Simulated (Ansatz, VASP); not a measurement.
## One calculation of C, two programs

INCAR

```
  PREC = Accurate
  ENCUT = 600
  EDIFF = 1E-6
  ISMEAR = 0
  SIGMA = 0.1
  LREAL = F
  LASPH = T
  NELM = 120
  ALGO = Normal
  ISIF = 2
  LWAVE = F
  LCHARG = F
  NBANDS = 11
  GGA_COMPAT = F
```

KPOINTS

```
regular mesh
0
Gamma
  8 8 8
```

Contents of POSCAR:

```
C
1.0
    0.0000000000      1.7833700000      1.7833700000
    1.7833700000      0.0000000000      1.7833700000
    1.7833700000      1.7833700000      0.0000000000
C
2
Direct
    0.0000000000      0.0000000000      0.0000000000
    0.2500000000      0.2500000000      0.2500000000
```

Input for Ansatz:

```yaml
crystal:
  lattice:
    - [0.0, 1.78337, 1.78337]
    - [1.78337, 0.0, 1.78337]
    - [1.78337, 1.78337, 0.0]
  atoms:
    - { symbol: C, position: [0.0, 0.0, 0.0] }
    - { symbol: C, position: [0.25, 0.25, 0.25] }
basis:
  ecutwfc: 420
kpoints:
  mp_grid: { grid: [8, 8, 8] }
hamiltonian:
  xc: lda
scf:
  occupations: { method: gaussian, width: 0.1 }
output:
  forces: true
  stress: true
  eigenvalues: true
```

Alike in both runs: task single point; functional LDA; k mesh 8 × 8 × 8; occupations gaussian, width 0.1 eV; no spin polarisation.

|  | VASP | Ansatz |
| --- | --- | --- |
| version | VASP 6.6.1 | Ansatz 0.2.0 |
| potentials or method | VASP PAW LDA potentials, release 64 (C), cutoff 600 eV | scalar-relativistic, plane waves, PAW |
| valence electrons in the cell | 8 | 8 |

VASP gave:

- gap on the k mesh at the Fermi level (eV): 4.10
- least direct gap on the mesh (eV): 5.54
- pressure (GPa): -12.4

What did Ansatz give for the same quantities?

gap on the k mesh at the Fermi level (eV): 4.10; least direct gap on the mesh (eV): 5.54; pressure (GPa): -13.1.

LDA's correlation is that of Perdew and Zunger in VASP and of Perdew and Wang (1992) in Ansatz.
